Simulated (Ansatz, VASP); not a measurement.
Two plane-wave programs on MgZr2O2

```
Mg Zr O
1.0
     4.15592    0.00000    0.00000
     0.00000    4.15592    0.00000
     0.00000    0.00000    6.09688
Mg Zr O
1 2 2
Direct
  0.00000 0.00000 0.50000
  0.00000 0.00000 0.00000
  0.50000 0.50000 0.50000
  0.00000 0.50000 0.50000
  0.50000 0.00000 0.50000
```

Alike in both runs: functional PBE; k mesh 4 × 4 × 4; occupations gaussian, width 0.1 eV; no spin polarisation.

Ansatz relaxed the structure, and its values are those at the end. VASP's run is a single point on that final structure, the one shown.

|  | VASP | Ansatz |
| --- | --- | --- |
| version | VASP 6.6.1 | Ansatz 0.2.0 |
| potentials or method | VASP PAW PBE potentials, release 64 (Mg, Zr_sv, O), cutoff 520 eV | scalar-relativistic, plane waves, PAW |
| valence electrons in the cell | 38 | 46 |

|  | VASP | Ansatz | Ansatz less VASP |
| --- | --- | --- | --- |
| gap on the k mesh at the Fermi level (eV) | none | none | - |
| pressure (GPa) | 0.0 | 0.0 | +0.02 |

A gap of «none» marks a metal or a gap that the smearing closes. VASP's potentials hold 38 valence electrons a cell and Ansatz's 46, so a difference there can come from the potentials and not from the codes.

The k mesh is coarse, so the values compare programs but aren't converged.
